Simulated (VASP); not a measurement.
C, 4 atoms in the cell. The typed cell holds 4 atoms: a = 2.525 Å, b = 2.525 Å, c = 4.374 Å, α = 73.22°, β = 73.22°, γ = 60.00°. 

```yaml
Program: VASP 6.6.1
Task: single point
Functional: PBE
Potentials_or_basis: VASP PAW PBE potentials, release 64 (C)
Cutoff: 600 eV
k_mesh: 12 × 12 × 10
Occupations: gaussian, width 0.05 eV
Spin: no spin polarisation
Dipole_correction: no
Further_INCAR_settings: ALGO = Normal; EDIFF = 1e-06; NBANDS = 16
```

Potentials or basis: VASP PAW PBE potentials, release 64 (C).

Launch:

```bash
$ cat potpaw_PBE.64/C/POTCAR > POTCAR
$ mpirun -np 1 vasp_std > vasp.out
```

Hardware: 1 thread of Oxide Virtual Turin-like Processor, on a shared host.

How long does it take, and how much memory?

It took 6.3 min on 1 thread of Oxide Virtual Turin-like Processor, on a shared host, peak memory 0.29 GiB. Counts: scf iterations 13, k points 724.
